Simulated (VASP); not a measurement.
Li: relaxation of cell and atoms with PBE

The system is Li.

```
CELL_PARAMETERS angstrom
0.00000 1.61983 1.61983
1.61983 0.00000 1.61983
1.61983 1.61983 0.00000
ATOMIC_POSITIONS crystal
Li 0.00000 0.00000 0.00000
```

- Program: VASP 6.6.1
- Task: relaxation of cell and atoms
- Functional: PBE
- Potentials or basis: VASP PAW PBE potentials, release 64 (Li_sv)
- Cutoff: 600 eV
- k mesh: 20 × 20 × 20
- Occupations: fermi-dirac, width 0.08 eV
- Spin: no spin polarisation
- Target pressure: 51 GPa
- Dipole correction: no
- Further INCAR settings: ALGO = Normal; EDIFF = 1e-07; IBRION = 2; EDIFFG = -0.005; NSW = 60; ISIF = 3

| Quantity | Value |
| --- | --- |
| Relaxed volume | 8.49 Å³/atom |
| Relaxed cell | a = 2.290 Å, b = 2.290 Å, c = 2.290 Å, α = 60.00°, β = 60.00°, γ = 60.00° |
| Space group after relaxing (to 0.05 Å) | Fm-3m (No. 225) |
| Energy change on relaxing (the enthalpy is what falls) | +4.2 meV/atom |
| Ionic steps | 2 |
| Pressure after relaxing | 51.0 GPa |

The path:
```
step  energy change (eV)  largest force (eV/Å)  pressure (GPa)  volume (Å³)
   1              0.0000                0.0000           50.80         8.50
   2              0.0042                0.0000           50.99         8.49
```

Final structure:
```
Li
1.0
     0.00000    1.61899    1.61899
     1.61899    0.00000    1.61899
     1.61899    1.61899    0.00000
Li
1
Cartesian
  0.0000 0.0000 0.0000
```

Levels at points of the mesh, in eV from the Fermi level:
| k point | band 1 | band 2 | band 3 | band 4 | band 5 |
| --- | --- | --- | --- | --- | --- |
| (0.00, 0.00, 0.00) | -45.76 | -4.00 | 26.07 | 26.07 | 26.07 |
| (0.50, 0.00, 0.00) | -45.38 | -0.62 | 7.41 | 22.90 | 22.90 |
| (0.50, 0.50, 0.00) | -45.27 | 2.29 | 8.95 | 14.96 | 14.96 |

Wall time 12 s on 1 thread of Intel Xeon 6975P-C, with other jobs on the host, peak memory 0.12 GiB.

Caveat: the cutoff is under 1.25 times the usual one of these potentials, so pressure, stress and relaxed cells hold a basis-set (Pulay) error; the cell is relaxed towards a set pressure, so the enthalpy falls and the energy may rise.
